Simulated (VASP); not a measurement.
Write the native input for VASP 6.6.1 that does the following.

| Quantity | Value |
| --- | --- |
| Task | single point |
| Functional | PBE |
| Potentials or basis | VASP PAW PBE potentials, release 64 (O, Sn_d) |
| Cutoff | 600 eV |
| k mesh | 6 × 4 × 4 |
| Occupations | gaussian, width 0.1 eV |
| Spin | no spin polarisation |
| Dipole correction | no |
| Further INCAR settings | ALGO = Normal; EDIFF = 1e-06; NBANDS = 64 |

The structure of SnO2 (hb.eA) lies in POSCAR:

```
SnO2
1.0
    3.1289546383      0.0000000000      0.0000000000
    0.0000000000      6.5754822839      0.0000000000
    0.0000000000      0.0000000000      7.0212598518
O Sn
8 4
Direct
    0.0000000000      0.0000000000      0.0000000000
    0.5000000000      0.3070000000      0.1929942000
    0.5000000000      0.6930000000      0.1929942000
    0.0000000000      0.0000000000      0.3859884000
    0.0000000000      0.5000000000      0.5000001000
    0.5000000000      0.8070000000      0.6929943000
    0.5000000000      0.1930000000      0.6929943000
    0.0000000000      0.5000000000      0.8859885000
    0.0000000000      0.5000000000      0.1929942000
    0.5000000000      0.0000000000      0.1929942000
    0.0000000000      0.0000000000      0.6929943000
    0.5000000000      0.5000000000      0.6929943000
```

These files were run (other wordings do the same):

INCAR

```
SYSTEM = SnO2
PREC = Accurate
ENCUT = 600
EDIFF = 1E-6
ISMEAR = 0
SIGMA = 0.1
LREAL = .False.
LASPH = .True.
NELM = 120
ALGO = Normal
ISIF = 2
LWAVE = .False.
LCHARG = .False.
GGA = PE
NBANDS = 64
GGA_COMPAT = .False.
```

KPOINTS

```
regular mesh
0
Gamma
  6 4 4
  0 0 0
```

Potentials or basis: VASP PAW PBE potentials, release 64 (O, Sn_d).

Command:

```bash
$ cat potpaw_PBE.64/O/POTCAR potpaw_PBE.64/Sn_d/POTCAR > POTCAR
$ mpirun -np 1 vasp_std > vasp.out
```

It gave:

```json
{"Pressure": "11.8 GPa", "Largest force": "0.391 eV/Å", "Band gap on the k mesh": "1.27 eV"}
```

Caveat: spin-orbit coupling is left out, which moves the levels of the heavy elements.

Run time: 15 min on 1 thread of AMD EPYC 7R13, on a shared host, peak memory 0.42 GiB.
